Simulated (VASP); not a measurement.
# Pd (Fm-3m) in VASP: notebook, part 2 of 2

VASP 6.6.1. Earlier steps stand in the parts before.

## 3. Single point, PBE

This run uses another cell than the first one, of 14.75 Å³/atom, 0.875 times its volume.

INCAR

```
SYSTEM = Pd
ALGO = Normal ; EDIFF = 1E-6
ENCUT = 500 ; GGA = PE
GGA_COMPAT = .FALSE. ; ISIF = 2
ISMEAR = 0 ; LASPH = .TRUE.
LCHARG = .FALSE. ; LREAL = .FALSE.
LWAVE = .FALSE. ; NBANDS = 11
NELM = 120 ; PREC = Accurate
SIGMA = 0.1
```

KPOINTS

```
k-points
0
G
  8 8 8
  0 0 0
```

POSCAR

```
Pd
1.0
    0.0000000000      1.9465000000      1.9465000000
    1.9465000000      0.0000000000      1.9465000000
    1.9465000000      1.9465000000      0.0000000000
Pd
1
Direct
    0.0000000000      0.0000000000      0.0000000000
```

Potentials or basis: VASP PAW PBE potentials, release 64 (Pd).

Run with:

```sh
> cat potpaw_PBE.64/Pd/POTCAR > POTCAR
> mpirun -np 1 vasp_std > vasp.out
```

OUTCAR:

```text
SYSTEM = Pd
   EDIFF = 1E-6
   ENCUT = 500
   GGA = PE
   ISIF = 2
   ISMEAR = 0
   LASPH = .TRUE.
   LREAL = .FALSE.
   NELM = 120
   PREC = Accurate

 ion  position               nearest neighbor table
   1  0.000  0.000  0.000-

  LATTYP: Found a face centered cubic cell.
 ALAT       =     3.8930000000

  Lattice vectors:

 A1 = (   0.0000000000,   1.9465000000,   1.9465000000)
 A2 = (   1.9465000000,   0.0000000000,   1.9465000000)
 A3 = (   1.9465000000,   1.9465000000,   0.0000000000)

Analysis of symmetry for initial positions (statically):
=====================================================================
 Subroutine PRICEL returns:
 Original cell was already a primitive cell.

 Routine SETGRP: Setting up the symmetry group for a
 face centered cubic supercell.

 Subroutine GETGRP returns: Found 48 space group operations
 (whereof 48 operations were pure point group operations)
 out of a pool of 48 trial point group operations.

The static configuration has the point symmetry O_h .

Analysis of symmetry for dynamics (positions and initial velocities):
=====================================================================
 Subroutine PRICEL returns:
 Original cell was already a primitive cell.

 Routine SETGRP: Setting up the symmetry group for a
 face centered cubic supercell.

 Subroutine GETGRP returns: Found 48 space group operations
 (whereof 48 operations were pure point group operations)
 out of a pool of 48 trial point group operations.

The dynamic configuration has the point symmetry O_h .

 Subroutine INISYM returns: Found 48 space group operations
 (whereof 48 operations are pure point group operations),
 and found     1 'primitive' translations

----------------------------------------------------------------------------------------

                                     Primitive cell

  volume of cell :      14.7500
[... 106 lines left out ...]
     AMIX     =   0.40;   BMIX     =  1.00
     AMIX_MAG =   1.60;   BMIX_MAG =  1.00
  volume/ion in A,a.u.               =      14.75        99.54
  Fermi-wavevector in a.u.,A,eV,Ry     =   1.438171  2.717748 28.141404  2.068335
  Thomas-Fermi vector in A             =   2.557167
   LORBIT       =      0    0 simple, 1 ext, 2 COOP (PROOUT), +10 PAW based schemes
   GGA     = PE    functional components
   LHFCALC =     F    Hartree Fock is set to
   AEXX    =    0.0000 exact exchange contribution
   IVDW    =     0    specifies the selected vdW correction
   LEPSILON=     F    determine dielectric tensor
   LRPA    =     F    only Hartree local field effects (RPA)
 non-spin polarized calculation
 Gauss-broadening in eV      SIGMA  =   0.10
  energy-cutoff  :      500.00
  volume of cell :       14.75
 maximum number of plane-waves:       388
   NGX =  9   NGY =  9   NGZ =  9

 number of electron      10.0000000 magnetization

 number of electron       9.9999999 magnetization

 Free energy of the ion-electron system (eV)
  ---------------------------------------------------
  ext. energy  EPLUGINS =         0.00000000
  ---------------------------------------------------
  free energy    TOTEN  =        -5.18968960 eV

  energy without entropy =       -5.17823345  energy(sigma->0) =       -5.18396152

 E-fermi :   9.8904     XC(G=0): -13.1781

 val. band max:        9.8894868145   @ k =   0.5000   0.2500   0.0000
 cond. band min:       9.9819425046   @ k =   0.5000   0.3750   0.0000
 fundamental gap:      0.0924556901
 Fermi energy:         9.8904372912

 k-point     1 :       0.0000    0.0000    0.0000
  band No.  band energies     occupation
      1       2.6445      2.00000
      2       6.9814      2.00000
      3       6.9814      2.00000
      4       6.9814      2.00000
      5       8.5900      2.00000
      6       8.5900      2.00000
      7      26.9786      0.00000
      8      31.7498      0.00000
      9      31.7498      0.00000
     10      31.7498      0.00000
     11      36.1147      0.00000
[... 309 lines left out ...]
 k-point    24 :      -0.3750    0.2500    0.1250
  band No.  band energies     occupation
      1       5.4480      2.00000
      2       6.1819      2.00000
      3       7.3737      2.00000
      4       7.8446      2.00000
      5       9.6649      1.99857
      6      14.6534      0.00000
      7      17.1856      0.00000
      8      25.4567      0.00000
      9      25.7776      0.00000
     10      30.9807      0.00000
     11      36.2083      0.00000

 [... further k-points ...]
[... 5 lines left out ...]
  --------------------------------------------------------------------------------------
  -------------------------------------------------------------------------------------
  Total        0.7071153      0.7071153      0.7071153     -0.0000000     -0.0000000     -0.0000000
  in kB       76.8082009     76.8082009     76.8082009     -0.0000000     -0.0000000     -0.0000000
  external PRESSURE =      76.8082009 kB  Pullay stress =       0.0000000 kB

 VOLUME and BASIS-vectors are now :
 -----------------------------------------------------------------------------
  energy-cutoff  :      500.00
  volume of cell :       14.75
      direct lattice vectors                 reciprocal lattice vectors
     0.000000000  1.946500000  1.946500000    -0.256871307  0.256871307  0.256871307
     1.946500000  0.000000000  1.946500000     0.256871307 -0.256871307  0.256871307
     1.946500000  1.946500000  0.000000000     0.256871307  0.256871307 -0.256871307

 POSITION                                       TOTAL-FORCE (eV/Angst)
 -----------------------------------------------------------------------------------
      0.00000      0.00000      0.00000        -0.000000      0.000000      0.000000
 -----------------------------------------------------------------------------------
    total drift:                                0.000000      0.000000      0.000000

  FREE ENERGIE OF THE ION-ELECTRON SYSTEM (eV)
  ---------------------------------------------------
  free  energy   TOTEN  =        -5.1896896021 eV

  energy  without entropy=       -5.1782334457  energy(sigma->0) =       -5.18396152
```

OSZICAR:

```text
N       E                     dE             d eps       ncg     rms          rms(c)
DAV:   1     0.399839338338E+02    0.39984E+02   -0.49011E+03   638   0.826E+02
DAV:   2    -0.489348251784E+01   -0.44877E+02   -0.43436E+02   736   0.177E+02
DAV:   3    -0.545001988882E+01   -0.55654E+00   -0.55487E+00   758   0.204E+01
DAV:   4    -0.545240882512E+01   -0.23889E-02   -0.23886E-02   785   0.146E+00
DAV:   5    -0.545243187895E+01   -0.23054E-04   -0.23055E-04   851   0.128E-01    0.780E+00
DAV:   6    -0.520201675369E+01    0.25042E+00   -0.10194E+00   764   0.839E+00    0.389E+00
DAV:   7    -0.519333680856E+01    0.86799E-02   -0.10860E-02   815   0.705E-01    0.208E+00
DAV:   8    -0.518968236035E+01    0.36544E-02   -0.94961E-04   764   0.221E-01    0.349E-02
DAV:   9    -0.518968626399E+01   -0.39036E-05   -0.29018E-05   834   0.445E-02    0.123E-02
DAV:  10    -0.518968978339E+01   -0.35194E-05   -0.21282E-06   776   0.136E-02    0.269E-03
DAV:  11    -0.518968960212E+01    0.18126E-06   -0.68710E-08   496   0.198E-03
   1 F= -.51896896E+01 E0= -.51839615E+01  d E =-.114562E-01
```

Wall time 7 s (1 thread of Intel Xeon 8259CL, shared host); peak memory 0.12 GiB.

What came out:

- Free energy: -5.1897 eV
- Pressure: 7.7 GPa
- Band gap on the k mesh: zero (band 5 reaches 10.12 eV, above the bottom of band 6 at 8.52 eV)

Levels at points of the mesh, in eV from the Fermi level:
```
           k point  band 3  band 4  band 5  band 6  band 7  band 8
(0.00, 0.00, 0.00)   -2.91   -2.91   -1.30   -1.30   17.09   21.86
(0.50, 0.00, 0.00)   -2.96   -0.09   -0.09    0.91    7.24   16.44
(0.50, 0.50, 0.00)   -0.12    0.23    0.23    3.25   10.68   13.11
```
